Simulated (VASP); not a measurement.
W3C: single point with PBE

System: W3C, a slab with vacuum.

```
W C
1.0
     2.85459    0.00000    0.00000
    -1.42730    2.47215    0.00000
     0.00000    0.00000   21.69711
W C
3 1
Cartesian
  1.4273 0.8241 4.0000
  0.0000 1.6481 6.3486
  0.0000 0.0000 8.6971
  3.3304 -1.9228 12.1271
```

| Quantity | Value |
| --- | --- |
| Program | VASP 6.6.1 |
| Task | single point |
| Functional | PBE |
| Potentials or basis | VASP PAW PBE potentials, release 64 (W_sv, C) |
| Cutoff | 520 eV |
| k mesh | 9 × 9 × 1 |
| Occupations | gaussian, width 0.1 eV |
| Spin | no spin polarisation |
| Dipole correction | yes |
| Further INCAR settings | ALGO = Normal; EDIFF = 1e-06; NBANDS = 31 |

```json
{"Largest force": "0.787 eV/Å", "Band gap on the k mesh": "zero (bands 23 and 24 overlap by 1.03 eV)"}
```

Forces on the atoms (eV/Å):
```
W   -0.003  0.002 -0.026
W    0.010 -0.006  0.063
W    0.015 -0.009  0.750
C   -0.022  0.013 -0.787
```

Levels at points of the mesh, in eV from the Fermi level:
| k point | band 19 | band 20 | band 21 | band 22 | band 23 | band 24 | band 25 | band 26 | band 27 | band 28 |
| --- | --- | --- | --- | --- | --- | --- | --- | --- | --- | --- |
| (0.00, 0.00, 0.00) | -1.03 | -0.51 | -0.51 | -0.17 | -0.17 | 0.08 | 0.08 | 0.11 | 1.55 | 2.38 |

Wall time 3.7 min on 1 thread of Intel(R) Xeon(R) Platinum 8375C CPU @ 2.90GHz (Ice Lake) (shared host), peak memory 0.34 GiB.

Caveat: spin-orbit coupling is left out, which moves the levels of the heavy elements.
